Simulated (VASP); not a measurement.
# Fe in VASP: further runs

Runs on Fe. Level: PBE. Tasks: single point.

Everything below comes from runs of VASP 6.6.1. Logs are shortened: lines on timing, memory, paths and dates and some standing lists are left out, and cuts for length are marked.

## 1. The cell of the first run

The cell holds a wire with vacuum, 2 atoms: a = 10.000 Å, b = 9.300 Å, c = 2.540 Å, α = 90.00°, β = 90.00°, γ = 90.00°.

## 2. Single point, PBE, collinear spin, ferromagnetic start

File INCAR:

```
SYSTEM = Fe
  PREC = Accurate
  ENCUT = 520
  EDIFF = 1E-6
  ISMEAR = 0
  SIGMA = 0.05
  LREAL = .FALSE.
  LASPH = .TRUE.
  NELM = 150
  ALGO = Normal
  ISIF = 2
  LWAVE = .FALSE.
  LCHARG = .TRUE.
  ISPIN = 2
  MAGMOM = 2.44 2.44
  LORBIT = 11
  LMAXMIX = 4
  GGA = PE
  LELF = .TRUE.
  LVHAR = .TRUE.
  NBANDS = 19
```

File KPOINTS:

```
regular mesh
0
G
  1 1 16
  0 0 0
```

File POSCAR:

```
Fe
1.0
   10.0000000000      0.0000000000      0.0000000000
    0.0000000000      9.3000000000      0.0000000000
    0.0000000000      0.0000000000      2.5398259963
Fe
2
Direct
    0.4076841691      0.5000000000      0.0000000000
    0.5923158309      0.5000000000      0.5000000000
```

Potentials or basis: VASP PAW PBE potentials, release 64 (Fe).

Run with:

```bash
$ cat potpaw_PBE.64/Fe/POTCAR > POTCAR
$ mpirun -np 1 vasp_std > vasp.out
```

OUTCAR:

```text
SYSTEM = Fe
   PREC = Accurate
   ENCUT = 520
   EDIFF = 1E-6
   ISMEAR = 0
   LREAL = .FALSE.
   LASPH = .TRUE.
   NELM = 150
   ISIF = 2
   ISPIN = 2
   LORBIT = 11
   GGA = PE

 ion  position               nearest neighbor table
   1  0.408  0.500  0.000-   2 2.24   2 2.24
   2  0.592  0.500  0.500-   1 2.24   1 2.24

  LATTYP: Found a simple orthorhombic cell.
 ALAT       =     2.5398259963
 B/A-ratio  =     3.6616681669
 C/A-ratio  =     3.9372775988

  Lattice vectors:

 A1 = (   0.0000000000,   0.0000000000,  -2.5398259963)
 A2 = (   0.0000000000,   9.3000000000,   0.0000000000)
 A3 = (  10.0000000000,   0.0000000000,   0.0000000000)

Analysis of symmetry for initial positions (statically):
=====================================================================
 Subroutine PRICEL returns:
 Original cell was already a primitive cell.

 Routine SETGRP: Setting up the symmetry group for a
 simple orthorhombic supercell.

 Subroutine GETGRP returns: Found  8 space group operations
 (whereof  4 operations were pure point group operations)
 out of a pool of  8 trial point group operations.

The static configuration has the point symmetry C_2v.
 The point group associated with its full space group is D_2h.

Analysis of symmetry for dynamics (positions and initial velocities):
=====================================================================
 Subroutine PRICEL returns:
 Original cell was already a primitive cell.

 Routine SETGRP: Setting up the symmetry group for a
 simple orthorhombic supercell.

 Subroutine GETGRP returns: Found  8 space group operations
 (whereof  4 operations were pure point group operations)
 out of a pool of  8 trial point group operations.

The dynamic configuration has the point symmetry C_2v.
 The point group associated with its full space group is D_2h.

Analysis of structural, dynamic, and magnetic symmetry:
=====================================================================
 Subroutine PRICEL returns:
 Original cell was already a primitive cell.

 Routine SETGRP: Setting up the symmetry group for a
 simple orthorhombic supercell.

 Subroutine GETGRP returns: Found  8 space group operations
 (whereof  4 operations were pure point group operations)
 out of a pool of  8 trial point group operations.

The overall configuration has the point symmetry C_2v.
 The point group associated with its full space group is D_2h.

 Subroutine INISYM returns: Found  8 space group operations
 (whereof  4 operations are pure point group operations),
 and found     1 'primitive' translations

----------------------------------------------------------------------------------------

                                     Primitive cell

  volume of cell :     236.2038

  direct lattice vectors                    reciprocal lattice vectors
    10.000000000  0.000000000  0.000000000     0.100000000  0.000000000  0.000000000
     0.000000000  9.300000000  0.000000000     0.000000000  0.107526882  0.000000000
     0.000000000  0.000000000  2.539825996     0.000000000  0.000000000  0.393727760

  length of vectors
    10.000000000  9.300000000  2.539825996     0.100000000  0.107526882  0.393727760

  position of ions in fractional coordinates (direct lattice)
     0.407684169  0.500000000  0.000000000
     0.592315831  0.500000000  0.500000000

  ion indices of the primitive-cell ions
   primitive index   ion index
                 1           1
                 2           2

----------------------------------------------------------------------------------------

 KPOINTS: regular mesh

Automatic generation of k-mesh.
 Grid dimensions read from file:
 generate k-points for:    1    1   16

 Generating k-lattice:

  Cartesian coordinates                     Fractional coordinates (reciprocal lattice)
     0.100000000  0.000000000  0.000000000     1.000000000  0.000000000  0.000000000
     0.000000000  0.107526882  0.000000000     0.000000000  1.000000000  0.000000000
     0.000000000  0.000000000  0.024607985     0.000000000  0.000000000  0.062500000

  Length of vectors
     0.100000000  0.107526882  0.024607985

  Shift w.r.t. Gamma in fractional coordinates (k-lattice)
     0.000000000  0.000000000  0.000000000

 Subroutine IBZKPT returns following result:
 ===========================================

 Found      9 irreducible k-points:

 Following reciprocal coordinates:
            Coordinates               Weight
  0.000000  0.000000  0.000000      1.000000
  0.000000  0.000000  0.062500      2.000000
  0.000000  0.000000  0.125000      2.000000
  0.000000  0.000000  0.187500      2.000000
  0.000000  0.000000  0.250000      2.000000
  0.000000  0.000000  0.312500      2.000000
  0.000000  0.000000  0.375000      2.000000
  0.000000  0.000000  0.437500      2.000000
  0.000000  0.000000  0.500000      1.000000
   k-points           NKPTS =      9   k-points in BZ     NKDIM =      9   number of bands    NBANDS=     19
   number of dos      NEDOS =    301   number of ions     NIONS =      2
   total plane-waves  NPLWV = 112000
   dimension x,y,z NGX =    80 NGY =   70 NGZ =   20
   dimension x,y,z NGXF=   160 NGYF=  140 NGZF=   40
   ions per type =               2
   NGX,Y,Z   is equivalent  to a cutoff of  13.30, 12.51, 13.09 a.u.
   NGXF,Y,Z  is equivalent  to a cutoff of  26.60, 25.03, 26.18 a.u.
 SYSTEM =  Fe
   PREC   = accura    normal or accurate (medium, high low for compatibility)
   ISTART =      0    job   : 0-new  1-cont  2-samecut
   ICHARG =      2    charge: 1-file 2-atom 10-const
   ISPIN  =      2    spin polarized calculation?
   LNONCOLLINEAR =      F non collinear calculations
   LSORBIT =      F    spin-orbit coupling
   LASPH  =      T    aspherical Exc in radial PAW
   ENCUT  =  520.0 eV  38.22 Ry    6.18 a.u.  18.59 17.29  4.72*2*pi/ulx,y,z
   NELM   =    150;   NELMIN=  2; NELMDL= -5     # of ELM steps
   EDIFF  = 0.1E-05   stopping-criterion for ELM
   LREAL  =      F    real-space projection
   EDIFFG = 0.1E-04   stopping-criterion for IOM
   NSW    =      0    number of steps for IOM
   IBRION =     -1    ionic relax: 0-MD 1-quasi-New 2-CG
   NFREE  =      0    steps in history (QN), initial steepest desc. (CG)
   ISIF   =      2    stress and relaxation
   ISYM   =      2    0-nonsym 1-usesym 2-fastsym
   POTIM  = 0.5000    time-step for ionic-motion
   TEBEG  =    0.0;   TEEND  =   0.0 temperature during run
   PSTRESS=    0.0 pullay stress
   NELECT =      16.0000    total number of electrons
   NUPDOWN=      -1.0000    fix difference up-down
   EMIN   =  10.00;   EMAX   =-10.00  energy-range for DOS
   EFERMI =   0.00;   METHOD = LEGACY
   ISMEAR =     0;   SIGMA  =   0.05  broadening in eV -4-tet -1-fermi 0-gaus
   EFERMI_NEDOS =   21; number of points for ismear=-14 and -15
   IALGO  =     38    algorithm
   IMIX   =      4    mixing-type and parameters
     AMIX     =   0.40;   BMIX     =  1.00
     AMIX_MAG =   1.60;   BMIX_MAG =  1.00
  volume/ion in A,a.u.               =     118.10       796.99
  Fermi-wavevector in a.u.,A,eV,Ry     =   0.667348  1.261105  6.059405  0.445354
  Thomas-Fermi vector in A             =   1.741928
   LORBIT       =     11    0 simple, 1 ext, 2 COOP (PROOUT), +10 PAW based schemes
   GGA     = PE    functional components
   LHFCALC =     F    Hartree Fock is set to
   AEXX    =    0.0000 exact exchange contribution
   IVDW    =     0    specifies the selected vdW correction
   LEPSILON=     F    determine dielectric tensor
   LRPA    =     F    only Hartree local field effects (RPA)
 spin polarized calculation
 Gauss-broadening in eV      SIGMA  =   0.05
  energy-cutoff  :      520.00
  volume of cell :      236.20
 maximum number of plane-waves:      6378
 NGX is ok and might be reduce to    80
   NGX = 37   NGY = 35   NGZ =  9

 number of electron      16.0000006 magnetization       6.4374342

 Free energy of the ion-electron system (eV)
  ---------------------------------------------------
  ext. energy  EPLUGINS =         0.00000000
  ---------------------------------------------------
  free energy    TOTEN  =       -12.03322225 eV

  energy without entropy =      -12.03030135  energy(sigma->0) =      -12.03176180

 E-fermi :  -2.9179     XC(G=0):  -2.9155

 val. band max:       -2.9417314095   @ k =   0.0000   0.0000   0.1875
 cond. band min:      -2.8046470849   @ k =   0.0000   0.0000   0.3125
 fundamental gap:      0.1370843247
 Fermi energy:        -2.9178990749

 spin component 1

 k-point     1 :       0.0000    0.0000    0.0000
  band No.  band energies     occupation
      1      -7.9931      1.00000
      2      -7.4613      1.00000
      3      -6.2331      1.00000
      4      -5.7984      1.00000
      5      -5.4233      1.00000
      6      -5.1061      1.00000
[... 11 lines left out ...]
     18       2.0959      0.00000
     19       2.0994      0.00000
[... 155 lines left out ...]
 k-point     9 :       0.0000    0.0000    0.5000
  band No.  band energies     occupation
      1      -6.7191      1.00000
      2      -6.7191      1.00000
      3      -6.3131      1.00000
      4      -6.3131      1.00000
      5      -4.8464      1.00000
      6      -4.8464      1.00000
[... 11 lines left out ...]
     18       5.5350      0.00000
     19       6.5939      0.00000
 Fermi energy:        -2.9178990749

 spin component 2

 k-point     1 :       0.0000    0.0000    0.0000
  band No.  band energies     occupation
      1      -7.1613      1.00000
      2      -5.3775      1.00000
      3      -3.9481      1.00000
      4      -3.3593      1.00000
      5      -2.9879      0.97621
      6      -2.3554      0.00000
[... 11 lines left out ...]
     18       2.3560      0.00000
     19       2.4968      0.00000
[... 155 lines left out ...]
 k-point     9 :       0.0000    0.0000    0.5000
  band No.  band energies     occupation
      1      -4.7025      1.00000
      2      -4.7025      1.00000
      3      -3.9280      1.00000
      4      -3.9280      1.00000
      5      -1.8651      0.00000
      6      -1.8651      0.00000
[... 11 lines left out ...]
     18       6.1468      0.00000
     19       6.7748      0.00000

------------------------ aborting loop because EDIFF is reached ----------------------------------------

  FORCE on cell =-STRESS in cart. coord.  units (eV):
  Direction    XX          YY          ZZ          XY          YZ          ZX
  --------------------------------------------------------------------------------------
  -------------------------------------------------------------------------------------
  Total       -0.0676894     -0.0261951     -0.0373055      0.0000000      0.0000000      0.0000000
  in kB       -0.4591391     -0.1776824     -0.2530446      0.0000000      0.0000000      0.0000000
  external PRESSURE =      -0.2966220 kB  Pullay stress =       0.0000000 kB

 VOLUME and BASIS-vectors are now :
 -----------------------------------------------------------------------------
  energy-cutoff  :      520.00
  volume of cell :      236.20
      direct lattice vectors                 reciprocal lattice vectors
    10.000000000  0.000000000  0.000000000     0.100000000  0.000000000  0.000000000
     0.000000000  9.300000000  0.000000000     0.000000000  0.107526882  0.000000000
     0.000000000  0.000000000  2.539825996     0.000000000  0.000000000  0.393727760

 POSITION                                       TOTAL-FORCE (eV/Angst)
 -----------------------------------------------------------------------------------
      4.07684      4.65000      0.00000         0.071852      0.000000      0.000000
      5.92316      4.65000      1.26991        -0.071852      0.000000      0.000000
 -----------------------------------------------------------------------------------
    total drift:                               -0.000000      0.000000      0.000000

  FREE ENERGIE OF THE ION-ELECTRON SYSTEM (eV)
  ---------------------------------------------------
  free  energy   TOTEN  =       -12.0332222520 eV

  energy  without entropy=      -12.0303013514  energy(sigma->0) =      -12.03176180

 total charge

# of ion       s       p       d       tot
------------------------------------------
    1        0.508   0.258   6.226   6.992
    2        0.508   0.258   6.226   6.992
--------------------------------------------------
tot          1.016   0.515  12.452  13.983

 magnetization (x)

# of ion       s       p       d       tot
------------------------------------------
    1        0.047   0.021   2.884   2.952
    2        0.047   0.021   2.884   2.952
--------------------------------------------------
tot          0.094   0.042   5.768   5.904
```

It took 81 s on 1 thread of AMD EPYC 9R45 (Zen 5), shared host; peak memory 0.38 GiB.

What came out:

| Property | Result |
| --- | --- |
| Free energy | -12.0332 eV |
| Largest force | 0.072 eV/Å |
| Net moment | 6.44 μB per cell |
| Site moments | Fe +2.95 μB |
| Valence electrons inside the program's atomic spheres | Fe 6.99 |

Forces on the atoms (eV/Å):
```
Fe   0.072  0.000  0.000
Fe  -0.072  0.000  0.000
```

## 3. Single point, PBE, collinear spin, ferromagnetic start

This run uses another cell than the first one, of 184.73 Å³/atom, 1.564 times its volume.

File INCAR:

```
SYSTEM = Fe
PREC = Accurate ; ENCUT = 520
EDIFF = 1E-6 ; ISMEAR = 0
SIGMA = 0.05 ; LREAL = .False.
LASPH = .True. ; NELM = 150
ALGO = Normal ; ISIF = 2
LWAVE = .False. ; LCHARG = .False.
ISPIN = 2 ; MAGMOM = 2.44 2.44
LORBIT = 11 ; LMAXMIX = 4
GGA = PE ; NBANDS = 19
```

File KPOINTS:

```
Automatic mesh
0
Gamma
  1 1 16
  0 0 0
```

File POSCAR:

```
Fe
1.0
   10.0000000000      0.0000000000      0.0000000000
    0.0000000000      9.3000000000      0.0000000000
    0.0000000000      0.0000000000      3.9725963217
Fe
2
Direct
    0.4503425460      0.5000000000      0.0000000000
    0.5496574540      0.5000000000      0.5000000000
```

Potentials or basis: VASP PAW PBE potentials, release 64 (Fe).

Run with:

```bash
$ cat potpaw_PBE.64/Fe/POTCAR > POTCAR
$ mpirun -np 1 vasp_std > vasp.out
```

It took 1.7 min on 1 thread of AMD EPYC 9R45 (Zen 5), shared host; peak memory 0.54 GiB.

It converged, with:

| Quantity | Value |
| --- | --- |
| Free energy | -10.4042 eV |
| Largest force | 0.231 eV/Å |
| Net moment | 6.13 μB per cell |
| Site moments | Fe +2.93 μB |
| Valence electrons inside the program's atomic spheres | Fe 6.91 |

Forces in eV/Å, atoms in the order of the input:
```
Fe  -0.231  0.000  0.000
Fe   0.231  0.000  0.000
```

Levels at points of the mesh, in eV from the Fermi level:
Spin up:
```csv
k point,band 8,band 9,band 10,band 11,band 12,band 13,band 14,band 15
"(0.00, 0.00, 0.00)",-1.89,-1.84,-1.76,-0.97,0.59,1.17,3.01,3.90
"(0.00, 0.00, 0.50)",-1.75,-1.35,-1.35,-0.27,-0.27,3.18,3.18,4.00
```
Spin down:
```tsv
k point	band 1	band 2	band 3	band 4	band 5	band 6	band 7	band 8	band 9	band 10
(0.00, 0.00, 0.00)	-3.18	-0.80	-0.63	-0.28	-0.19	0.17	0.23	0.59	0.76	1.30
(0.00, 0.00, 0.50)	-1.44	-1.44	-0.67	-0.67	-0.32	-0.32	0.61	0.61	1.02	1.02
```
